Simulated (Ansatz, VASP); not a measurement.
# Two plane-wave programs on ZrNb2N4

```
CELL_PARAMETERS angstrom
-0.00261 3.14177 0.00025
-2.37530 0.00226 4.76959
5.80778 -1.57572 0.00352
ATOMIC_POSITIONS crystal
Zr 0.99988 0.99999 0.00000
Nb 0.71784 0.71825 0.43542
Nb 0.28230 0.28171 0.56460
N 0.86596 0.54726 0.73112
N 0.13410 0.45278 0.26889
N 0.64080 0.00086 0.28095
N 0.35912 0.99914 0.71903
```

Change from the starting cell: cell x1, atoms moved at random (sigma 0.15 Å) and cell strained at random (1.5 %), then relaxed without symmetry.

Alike in both runs: functional PBE; k mesh 8 × 4 × 8; occupations gaussian, width 0.2 eV; no spin polarisation.

Ansatz relaxed the structure, and its values are those at the end. VASP's run is a single point on that final structure, the one shown.

```csv
,VASP,Ansatz
version,VASP 6.6.1,Ansatz 0.2.0
potentials or method,"VASP PAW PBE potentials, release 64 (Zr_sv, Nb_sv, N), cutoff 520 eV","scalar-relativistic, plane waves, PAW"
valence electrons in the cell,58,58
```

VASP gave:

| Quantity | Value |
| --- | --- |
| gap on the k mesh at the Fermi level (eV) | none |
| pressure (GPa) | -0.2 |
| rms of the force components (eV/Å) | 0.013 |

Task: Which values does Ansatz return?

Result: gap on the k mesh at the Fermi level (eV): none; pressure (GPa): 0.0; rms of the force components (eV/Å): 0.003.

A gap of «none» marks a metal or a gap that the smearing closes. With one functional, cell and mesh, what is left measures potentials, basis and numerics.
